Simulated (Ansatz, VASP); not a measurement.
# Si: VASP beside Ansatz

```
Si
1.0
     2.76918    0.00000    0.00000
    -1.38459    2.39818    0.00000
     0.00000    0.00000    9.04413
Si
4
Direct
  0.00000 0.00000 0.00000
  0.00000 0.00000 0.50000
  0.33333 0.66667 0.25000
  0.66667 0.33333 0.75000
```

Alike in both runs: task relaxation of cell and atoms; functional RPBE; k mesh 13 × 13 × 4; occupations fermi-dirac, width 0.1 eV; no spin polarisation.

|  | VASP | Ansatz |
| --- | --- | --- |
| version | VASP 6.6.1 | Ansatz 0.2.0 |
| potentials or method | VASP PAW PBE potentials, release 64 (Si), cutoff 600 eV | plane waves (420 eV) with PAW, scalar-relativistic |
| valence electrons in the cell | 16 | 16 |

```csv
,VASP,Ansatz,Ansatz less VASP
relaxed volume (Å³/atom),14.53,14.62,+0.090
relaxed length of the cell vector where the two differ most in proportion (Å),2.724,2.730,+0.0060
```

VASP's potentials were made for PBE, not for RPBE.

Noted on VASP's run: too few bands were computed for a metal, which touches its energy and stress.
